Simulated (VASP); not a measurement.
# SrVO3 (Pm-3m) in VASP: notebook

Aim: see how the results for SrVO3 move with the level of theory and the settings. Levels: PBE+U, r2SCAN. Tasks: electric field gradients.

All numbers are computed with VASP 6.6.1; they aren't measurements. Logs are shortened: lines on timing, memory, paths and dates and some standing lists are left out, and cuts for length are marked.

## 1. The cell of the first run

The structure is cubic, space group Pm-3m (No. 221). Conventional cell: a = 3.841 Å, b = 3.841 Å, c = 3.841 Å, α = 90.00°, β = 90.00°, γ = 90.00°. Within 3.6 Å of Sr (site symmetry m-3m) lie 12 O at 2.72 Å and 8 V at 3.33 Å. Within 2.5 Å of V (site symmetry m-3m) lie 6 O at 1.92 Å. O (site symmetry 4/mmm) has 2 V at 1.92 Å within 2.5 Å.

## 2. Electric field gradients, PBE+U, collinear spin, ferromagnetic start

The input, INCAR:

```
PREC = Accurate
ENCUT = 1000
EDIFF = 1E-8
ISMEAR = -1
SIGMA = 0.05
LREAL = False
LASPH = True
NELM = 200
ALGO = Normal
ISIF = 2
LWAVE = False
LCHARG = False
ISPIN = 2
MAGMOM = 0 1 0 0 0
LORBIT = 11
LMAXMIX = 4
LDAU = True
LDAUTYPE = 2
LDAUL = -1 2 -1
LDAUU = 0 2.1 0
LDAUJ = 0 0 0
LDAUPRINT = 1
GGA = PE
LEFG = True
NBANDS = 32
GGA_COMPAT = False
```

The input, KPOINTS:

```
Automatic mesh
0
Gamma
  9 9 9
```

The input, POSCAR:

```
SrVO3
1.0
    3.8409000000      0.0000000000      0.0000000000
    0.0000000000      3.8409000000      0.0000000000
    0.0000000000      0.0000000000      3.8409000000
Sr V O
1 1 3
Direct
    0.5000000000      0.5000000000      0.5000000000
    0.0000000000      0.0000000000      0.0000000000
    0.5000000000      0.0000000000      0.0000000000
    0.0000000000      0.5000000000      0.0000000000
    0.0000000000      0.0000000000      0.5000000000
```

Potentials or basis: VASP PAW PBE potentials, release 64 (Sr_sv, V_sv, O_h).

On the command line:

```sh
> cat potpaw_PBE.64/Sr_sv/POTCAR potpaw_PBE.64/V_sv/POTCAR potpaw_PBE.64/O_h/POTCAR > POTCAR
> mpirun -np 1 vasp_std > vasp.out
```

OUTCAR:

```text
PREC = Accurate
   ENCUT = 1000
   EDIFF = 1E-8
   ISMEAR = -1
   LREAL = False
   LASPH = True
   NELM = 200
   ISIF = 2
   ISPIN = 2
   LORBIT = 11
   GGA = PE

 ion  position               nearest neighbor table
   1  0.500  0.500  0.500-   3 2.72   4 2.72   5 2.72   3 2.72   4 2.72   3 2.72   5 2.72   3 2.72
                             4 2.72   5 2.72   4 2.72   5 2.72   2 3.33   2 3.33   2 3.33   2 3.33
   2  0.000  0.000  0.000-   3 1.92   4 1.92   5 1.92   5 1.92   4 1.92   3 1.92   1 3.33   1 3.33
                             1 3.33   1 3.33   1 3.33   1 3.33   1 3.33   1 3.33
   3  0.500  0.000  0.000-   2 1.92   2 1.92   1 2.72   1 2.72   1 2.72   1 2.72
   4  0.000  0.500  0.000-   2 1.92   2 1.92   1 2.72   1 2.72   1 2.72   1 2.72
   5  0.000  0.000  0.500-   2 1.92   2 1.92   1 2.72   1 2.72   1 2.72   1 2.72

  LATTYP: Found a simple cubic cell.
 ALAT       =     3.8409000000

  Lattice vectors:

 A1 = (   3.8409000000,   0.0000000000,   0.0000000000)
 A2 = (   0.0000000000,   3.8409000000,   0.0000000000)
 A3 = (   0.0000000000,   0.0000000000,   3.8409000000)

Analysis of symmetry for initial positions (statically):
=====================================================================
 Subroutine PRICEL returns:
 Original cell was already a primitive cell.

 Routine SETGRP: Setting up the symmetry group for a
 simple cubic supercell.

 Subroutine GETGRP returns: Found 48 space group operations
 (whereof 48 operations were pure point group operations)
 out of a pool of 48 trial point group operations.

The static configuration has the point symmetry O_h .

Analysis of symmetry for dynamics (positions and initial velocities):
=====================================================================
 Subroutine PRICEL returns:
 Original cell was already a primitive cell.

 Routine SETGRP: Setting up the symmetry group for a
 simple cubic supercell.

 Subroutine GETGRP returns: Found 48 space group operations
[... 1904 lines left out ...]

  FORCE on cell =-STRESS in cart. coord.  units (eV):
  Direction    XX          YY          ZZ          XY          YZ          ZX
  --------------------------------------------------------------------------------------
  -------------------------------------------------------------------------------------
  Total        2.5938822      2.5938822      2.5938822     -0.0000000     -0.0000000      0.0000000
  in kB       73.3435349     73.3435349     73.3435349     -0.0000000     -0.0000000      0.0000000
  external PRESSURE =      73.3435349 kB  Pullay stress =       0.0000000 kB

 VOLUME and BASIS-vectors are now :
 -----------------------------------------------------------------------------
  energy-cutoff  :     1000.00
  volume of cell :       56.66
      direct lattice vectors                 reciprocal lattice vectors
     3.840900000  0.000000000  0.000000000     0.260355646  0.000000000  0.000000000
     0.000000000  3.840900000  0.000000000     0.000000000  0.260355646  0.000000000
     0.000000000  0.000000000  3.840900000     0.000000000  0.000000000  0.260355646

 POSITION                                       TOTAL-FORCE (eV/Angst)
 -----------------------------------------------------------------------------------
      1.92045      1.92045      1.92045         0.000000      0.000000      0.000000
      0.00000      0.00000      0.00000         0.000000      0.000000      0.000000
      1.92045      0.00000      0.00000         0.000000      0.000000      0.000000
      0.00000      1.92045      0.00000         0.000000      0.000000      0.000000
      0.00000      0.00000      1.92045         0.000000      0.000000      0.000000
 -----------------------------------------------------------------------------------
    total drift:                                0.000000      0.000000     -0.000000

  FREE ENERGIE OF THE ION-ELECTRON SYSTEM (eV)
  ---------------------------------------------------
  free  energy   TOTEN  =       -37.2007275523 eV

  energy  without entropy=      -37.1880048458  energy(sigma->0) =      -37.19436620

 Electric field gradients (V/A^2)
---------------------------------------------------------------------
 ion       V_xx      V_yy      V_zz      V_xy      V_xz      V_yz
---------------------------------------------------------------------
   1      -0.000     0.000    -0.000    -0.000    -0.000     0.000
   2       0.000     0.000    -0.000     0.000    -0.000     0.000
   3      33.678   -16.839   -16.839    -0.000    -0.000    -0.000
   4     -16.839    33.678   -16.839     0.000    -0.000    -0.000
   5     -16.839   -16.839    33.678     0.000    -0.000     0.000
---------------------------------------------------------------------

 Electric field gradients after diagonalization (V/A^2)
 (convention: |V_zz| > |V_xx| > |V_yy|)
----------------------------------------------------------------------
 ion       V_xx      V_yy      V_zz     asymmetry (V_yy - V_xx)/ V_zz
----------------------------------------------------------------------
   1      -0.000     0.000    -0.000      -1.024
   2       0.000     0.000    -0.000       0.237
   3     -16.839   -16.839    33.678       0.000
   4     -16.839   -16.839    33.678       0.000
   5     -16.839   -16.839    33.678       0.000
----------------------------------------------------------------------

           NMR quadrupolar parameters

 Cq : quadrupolar parameter    Cq=e*Q*V_zz/h
 eta: asymmetry parameters     (V_yy - V_xx)/ V_zz
 Q  : nuclear electric quadrupole moment in mb (millibarn)
----------------------------------------------------------------------
 ion       Cq(MHz)       eta       Q (mb)
----------------------------------------------------------------------
   1      -0.000      -1.024       1.000
   2      -0.000       0.237       1.000
   3       0.081       0.000       1.000
   4       0.081       0.000       1.000
   5       0.081       0.000       1.000
----------------------------------------------------------------------

 total charge

# of ion       s       p       d       tot
------------------------------------------
    1        2.000   5.805   0.220   8.025
    2        2.290   6.356   2.888  11.534
    3        1.040   2.342   0.000   3.381
    4        1.040   2.342   0.000   3.381
    5        1.040   2.342   0.000   3.381
--------------------------------------------------
tot          7.409  19.186   3.108  29.703

 magnetization (x)

# of ion       s       p       d       tot
------------------------------------------
    1       -0.000  -0.001   0.002   0.001
    2        0.008   0.010   1.034   1.052
    3       -0.001  -0.026   0.000  -0.027
    4       -0.001  -0.026   0.000  -0.027
    5       -0.001  -0.026   0.000  -0.027
--------------------------------------------------
tot          0.004  -0.069   1.036   0.972
```

Run time: 5.5 min. Hardware: 1 thread of Intel Xeon Platinum 8259CL at 2.50GHz (Skylake/Cascade Lake), shared host; peak memory 0.47 GiB.

Results:

```yaml
Free_energy: -37.2007 eV
Pressure: 7.3 GPa
Band_gap_on_the_k_mesh: zero (filled and empty bands overlap)
Net_moment: 1.00 μB per cell
Site_moments: Sr +0.00; V +1.05; O -0.03 μB
Largest_electric_field_gradient_by_atom: Sr -0.0; V +0.0; O +33.7 V/Å²
Valence_electrons_inside_the_program's_atomic_spheres: Sr 8.03; V 11.53; O 3.38
```

Levels at points of the mesh, in eV from the Fermi level:
Spin up:
| k point | band 18 | band 19 | band 20 | band 21 | band 22 | band 23 | band 24 | band 25 |
| --- | --- | --- | --- | --- | --- | --- | --- | --- |
| (0.00, 0.00, 0.00) | -2.27 | -2.27 | -2.27 | -1.60 | -1.60 | -1.60 | 1.17 | 1.17 |
Spin down:
```csv
k point,band 18,band 19,band 20,band 21,band 22,band 23
"(0.00, 0.00, 0.00)",-2.33,-2.33,-2.33,0.19,0.19,0.19
```

Electric field gradients, principal values (V/Å²):
| atom | least | middle | greatest (by size) |
| --- | --- | --- | --- |
| 1 Sr | 0.000 | 0.000 | 0.000 |
| 2 V | 0.000 | 0.000 | 0.000 |
| 3 O | -16.839 | -16.839 | 33.678 |
| 4 O | -16.839 | -16.839 | 33.678 |
| 5 O | -16.839 | -16.839 | 33.678 |

Eigenvalues of the final occupation matrices:
```tsv
site	spin	trace	eigenvalues
site 2 d	1	1.98	0.32 0.32 0.45 0.45 0.45
site 2 d	2	0.94	0.12 0.12 0.12 0.29 0.29
```

Caveat: the cell stands under pressure; without QUAD_EFG the Cq values of the log hold for a quadrupole moment of 1 mb, not for the nuclei. The state reached can hang on the start; a lower one may exist.

## 3. Electric field gradients, r2SCAN, collinear spin, ferromagnetic start

POSCAR is that of step 2.

The input, INCAR.step1:

```
SYSTEM = SrVO3
PREC = Accurate
ENCUT = 520
ISMEAR = -1
SIGMA = 0.05
LREAL = .FALSE.
LASPH = .TRUE.
NELM = 150
ISPIN = 2
MAGMOM = 0 1 0 0 0
LMAXMIX = 4
NBANDS = 32
GGA = PE
ALGO = Normal
EDIFF = 1E-4
LWAVE = .TRUE.
LCHARG = .FALSE.
```

The input, INCAR.step2:

```
SYSTEM = SrVO3
PREC = Accurate
ENCUT = 520
EDIFF = 1E-8
ISMEAR = -1
SIGMA = 0.05
LREAL = .FALSE.
LASPH = .TRUE.
NELM = 150
ALGO = Normal
ISIF = 2
LWAVE = .FALSE.
LCHARG = .FALSE.
ISPIN = 2
MAGMOM = 0 1 0 0 0
LORBIT = 11
LMAXMIX = 4
METAGGA = R2SCAN
LMIXTAU = .TRUE.
LEFG = .TRUE.
NBANDS = 32
ISTART = 1
```

The input, KPOINTS:

```
Automatic mesh
0
G
  9 9 9
  0 0 0
```

Potentials or basis: VASP PAW PBE potentials, release 64 (Sr_sv, V_sv, O).

On the command line:

```sh
> cat potpaw_PBE.64/Sr_sv/POTCAR potpaw_PBE.64/V_sv/POTCAR potpaw_PBE.64/O/POTCAR > POTCAR
> cp INCAR.step1 INCAR
> mpirun -np 1 vasp_std > vasp.out
> cp INCAR.step2 INCAR
> mpirun -np 1 vasp_std > vasp.out
```

OUTCAR:

```text
SYSTEM = SrVO3
   PREC = Accurate
   ENCUT = 520
   EDIFF = 1E-8
   ISMEAR = -1
   LREAL = .FALSE.
   LASPH = .TRUE.
   NELM = 150
   ISIF = 2
   ISPIN = 2
   LORBIT = 11
   METAGGA = R2SCAN
   ISTART = 1

 ion  position               nearest neighbor table
   1  0.500  0.500  0.500-   3 2.72   4 2.72   5 2.72   3 2.72   4 2.72   3 2.72   5 2.72   3 2.72
                             4 2.72   5 2.72   4 2.72   5 2.72   2 3.33   2 3.33   2 3.33   2 3.33
   2  0.000  0.000  0.000-   3 1.92   4 1.92   5 1.92   5 1.92   4 1.92   3 1.92   1 3.33   1 3.33
                             1 3.33   1 3.33   1 3.33   1 3.33   1 3.33   1 3.33
   3  0.500  0.000  0.000-   2 1.92   2 1.92   1 2.72   1 2.72   1 2.72   1 2.72
   4  0.000  0.500  0.000-   2 1.92   2 1.92   1 2.72   1 2.72   1 2.72   1 2.72
   5  0.000  0.000  0.500-   2 1.92   2 1.92   1 2.72   1 2.72   1 2.72   1 2.72

  LATTYP: Found a simple cubic cell.
 ALAT       =     3.8409000000

  Lattice vectors:

 A1 = (   3.8409000000,   0.0000000000,   0.0000000000)
 A2 = (   0.0000000000,   3.8409000000,   0.0000000000)
 A3 = (   0.0000000000,   0.0000000000,   3.8409000000)

Analysis of symmetry for initial positions (statically):
=====================================================================
 Subroutine PRICEL returns:
 Original cell was already a primitive cell.

 Routine SETGRP: Setting up the symmetry group for a
 simple cubic supercell.

 Subroutine GETGRP returns: Found 48 space group operations
 (whereof 48 operations were pure point group operations)
 out of a pool of 48 trial point group operations.

The static configuration has the point symmetry O_h .

Analysis of symmetry for dynamics (positions and initial velocities):
=====================================================================
 Subroutine PRICEL returns:
 Original cell was already a primitive cell.

 Routine SETGRP: Setting up the symmetry group for a
 simple cubic supercell.

 Subroutine GETGRP returns: Found 48 space group operations
 (whereof 48 operations were pure point group operations)
 out of a pool of 48 trial point group operations.

The dynamic configuration has the point symmetry O_h .

Analysis of structural, dynamic, and magnetic symmetry:
=====================================================================
 Subroutine PRICEL returns:
 Original cell was already a primitive cell.

 Routine SETGRP: Setting up the symmetry group for a
 simple cubic supercell.

 Subroutine GETGRP returns: Found 48 space group operations
 (whereof 48 operations were pure point group operations)
 out of a pool of 48 trial point group operations.

The overall configuration has the point symmetry O_h .

 Subroutine INISYM returns: Found 48 space group operations
 (whereof 48 operations are pure point group operations),
 and found     1 'primitive' translations

----------------------------------------------------------------------------------------

                                     Primitive cell

  volume of cell :      56.6629

  direct lattice vectors                    reciprocal lattice vectors
     3.840900000  0.000000000  0.000000000     0.260355646  0.000000000  0.000000000
[... 151 lines left out ...]
 k-point     1 :       0.0000    0.0000    0.0000
  band No.  band energies     occupation
      1     -63.0228      1.00000
      2     -35.7236      1.00000
      3     -35.7236      1.00000
      4     -35.7236      1.00000
      5     -29.6527      1.00000
      6     -14.7601      1.00000
[... 829 lines left out ...]
     31      16.7341      0.00000
     32      18.0723      0.00000

 [... further k-points ...]

 spin component 2

 k-point     1 :       0.0000    0.0000    0.0000
  band No.  band energies     occupation
      1     -61.6437      1.00000
      2     -34.3538      1.00000
      3     -34.3538      1.00000
      4     -34.3538      1.00000
      5     -29.6532      1.00000
      6     -14.7809      1.00000
[... 829 lines left out ...]
     31      16.7602      0.00000
     32      18.1264      0.00000

 [... further k-points ...]

------------------------ aborting loop because EDIFF is reached ----------------------------------------

  FORCE on cell =-STRESS in cart. coord.  units (eV):
  Direction    XX          YY          ZZ          XY          YZ          ZX
  --------------------------------------------------------------------------------------
  -------------------------------------------------------------------------------------
  Total        0.3098941      0.3098941      0.3098941      0.0000000      0.0000000      0.0000000
  in kB        8.7624376      8.7624376      8.7624376      0.0000000      0.0000000      0.0000000
  external PRESSURE =       8.7624376 kB  Pullay stress =       0.0000000 kB

 VOLUME and BASIS-vectors are now :
 -----------------------------------------------------------------------------
  energy-cutoff  :      520.00
  volume of cell :       56.66
      direct lattice vectors                 reciprocal lattice vectors
     3.840900000  0.000000000  0.000000000     0.260355646  0.000000000  0.000000000
     0.000000000  3.840900000  0.000000000     0.000000000  0.260355646  0.000000000
     0.000000000  0.000000000  3.840900000     0.000000000  0.000000000  0.260355646

 POSITION                                       TOTAL-FORCE (eV/Angst)
 -----------------------------------------------------------------------------------
      1.92045      1.92045      1.92045         0.000000      0.000000      0.000000
      0.00000      0.00000      0.00000         0.000000      0.000000      0.000000
      1.92045      0.00000      0.00000         0.000000      0.000000      0.000000
      0.00000      1.92045      0.00000         0.000000      0.000000      0.000000
      0.00000      0.00000      1.92045         0.000000      0.000000      0.000000
 -----------------------------------------------------------------------------------
    total drift:                                0.000000     -0.000000      0.000000

  FREE ENERGIE OF THE ION-ELECTRON SYSTEM (eV)
  ---------------------------------------------------
  free  energy   TOTEN  =       -62.4152847234 eV

  energy  without entropy=      -62.4022007181  energy(sigma->0) =      -62.40874272

 Electric field gradients (V/A^2)
---------------------------------------------------------------------
 ion       V_xx      V_yy      V_zz      V_xy      V_xz      V_yz
---------------------------------------------------------------------
   1      -0.000    -0.000    -0.000    -0.000     0.000    -0.000
   2      -0.000    -0.000    -0.000     0.000     0.000     0.000
   3      35.343   -17.671   -17.671    -0.000    -0.000     0.000
   4     -17.671    35.343   -17.671     0.000     0.000     0.000
   5     -17.671   -17.671    35.343     0.000    -0.000     0.000
---------------------------------------------------------------------

 Electric field gradients after diagonalization (V/A^2)
 (convention: |V_zz| > |V_xx| > |V_yy|)
----------------------------------------------------------------------
 ion       V_xx      V_yy      V_zz     asymmetry (V_yy - V_xx)/ V_zz
----------------------------------------------------------------------
   1      -0.000    -0.000    -0.000      -0.442
   2      -0.000    -0.000    -0.000      -0.096
   3     -17.671   -17.671    35.343       0.000
   4     -17.671   -17.671    35.343       0.000
   5     -17.671   -17.671    35.343       0.000
----------------------------------------------------------------------

           NMR quadrupolar parameters

 Cq : quadrupolar parameter    Cq=e*Q*V_zz/h
 eta: asymmetry parameters     (V_yy - V_xx)/ V_zz
 Q  : nuclear electric quadrupole moment in mb (millibarn)
----------------------------------------------------------------------
 ion       Cq(MHz)       eta       Q (mb)
----------------------------------------------------------------------
   1      -0.000      -0.442       1.000
   2      -0.000      -0.096       1.000
   3       0.085       0.000       1.000
   4       0.085       0.000       1.000
   5       0.085       0.000       1.000
----------------------------------------------------------------------

 total charge

# of ion       s       p       d       tot
------------------------------------------
    1        1.999   5.892   0.202   8.093
    2        2.278   6.344   2.884  11.506
    3        1.569   3.518   0.000   5.087
    4        1.569   3.518   0.000   5.087
    5        1.569   3.518   0.000   5.087
--------------------------------------------------
tot          8.983  22.790   3.085  34.858

 magnetization (x)

# of ion       s       p       d       tot
------------------------------------------
    1       -0.000  -0.001   0.002   0.001
    2        0.008   0.009   0.995   1.012
    3       -0.001  -0.027   0.000  -0.028
    4       -0.001  -0.027   0.000  -0.028
    5       -0.001  -0.027   0.000  -0.028
--------------------------------------------------
tot          0.006  -0.073   0.997   0.930
```

It took 30 min on 1 thread of Intel Xeon Platinum 8259CL at 2.50GHz (Skylake/Cascade Lake), shared host; peak memory 0.27 GiB.

What came out:

```
Free energy                                           : -62.4153 eV
Pressure                                              : 0.9 GPa
Band gap on the k mesh                                : zero (filled and empty bands overlap)
Net moment                                            : 0.99 μB per cell
Site moments                                          : Sr +0.00; V +1.01; O -0.03 μB
Largest electric field gradient by atom               : Sr -0.0; V -0.0; O +35.3 V/Å²
Valence electrons inside the program's atomic spheres : Sr 8.09; V 11.51; O 5.09
```

Electric field gradients, principal values (V/Å²):
| atom | least | middle | greatest (by size) |
| --- | --- | --- | --- |
| 1 Sr | 0.000 | 0.000 | 0.000 |
| 2 V | 0.000 | 0.000 | 0.000 |
| 3 O | -17.671 | -17.671 | 35.343 |
| 4 O | -17.671 | -17.671 | 35.343 |
| 5 O | -17.671 | -17.671 | 35.343 |

Caveat: without QUAD_EFG the Cq values of the log hold for a quadrupole moment of 1 mb, not for the nuclei; the PAW data sets were made with another functional, which shifts forces and pressure a little; semilocal functionals often make such compounds metallic where correlation or magnetic order opens a gap, which also shifts bond lengths. With open d or f shells a metallic result of r2SCAN can be an artefact of self-interaction; +U or a hybrid may open a gap.
